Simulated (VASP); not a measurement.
A run of VASP 6.6.1 is set up as follows.

Contents of INCAR:

```
ALGO = Fast
EDIFF = 1E-6
ENCUT = 520
GGA = PE
ISIF = 2
ISMEAR = 0
ISYM = 0
LASPH = True
LCHARG = False
LREAL = False
LWAVE = False
NBANDS = 12
NELM = 100
PREC = Accurate
SIGMA = 0.1
```

File KPOINTS:

```
k-points
0
Gamma
  12 12 14
```

The input POSCAR:

```
Au
1.0
    2.8571513840      0.0000000000      0.0000000000
   -1.4285756920      2.4743656810      0.0000000000
    1.4285756920      0.8247885603      2.4846498251
Au
1
Direct
    0.0000000000      0.0000000000      0.0000000000
```

Potentials or basis: VASP PAW PBE potentials, release 64 (Au).

The run is started by

```bash
$ cat potpaw_PBE.64/Au/POTCAR > POTCAR
$ mpirun -np 1 vasp_std > vasp.out
```

Question: Predict the pressure.

Answer: 3.7 GPa.

Stress tensor (GPa, compression positive):
```
 4.94 -0.05 -0.08
-0.05  5.01 -0.05
-0.08 -0.05  1.29
```
